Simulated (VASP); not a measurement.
## Ge: single point with PBEsol

Ge:

```
Ge
1.0
     4.71976    0.00000    0.00000
    -2.35988    4.08743    0.00000
     0.00000    0.00000    2.84558
Ge
3
Direct
  0.00000 0.00000 0.00000
  0.33333 0.66667 0.50000
  0.66667 0.33333 0.50000
```

This isn't the form of Ge at room conditions, which is diamond.

- Program: VASP 6.6.1
- Task: single point
- Functional: PBEsol
- Potentials or basis: VASP PAW PBE potentials, release 64 (Ge_d)
- Cutoff: 520 eV
- k mesh: 12 × 12 × 14
- Occupations: gaussian, width 0.1 eV
- Spin: no spin polarisation
- Dipole correction: no
- Further INCAR settings: ALGO = Normal; EDIFF = 1e-06; NBANDS = 28

```yaml
Pressure: 0.0 GPa
Band_gap_on_the_k_mesh: zero (bands 21 and 22 overlap by 5.44 eV)
```

Levels at points of the mesh, in eV from the Fermi level:
```tsv
k point	band 18	band 19	band 20	band 21	band 22	band 23	band 24	band 25
(0.00, 0.00, 0.00)	-6.08	-3.35	-3.35	-3.20	-3.20	4.00	7.91	9.40
(0.50, 0.00, 0.00)	-7.64	-5.61	1.38	1.56	3.09	3.50	5.02	6.12
(0.00, 0.00, 0.50)	-2.46	-1.47	-1.16	-0.67	-0.67	-0.45	0.93	0.93
(0.50, 0.00, 0.50)	-6.80	-5.04	-3.02	-2.03	-1.92	0.03	4.36	5.04
```

It took 4 min on 1 thread of Intel Xeon 8259CL, with other jobs on the host, peak memory 0.3 GiB.

Caveat: the PAW data sets were made with another functional, which shifts forces and pressure a little.
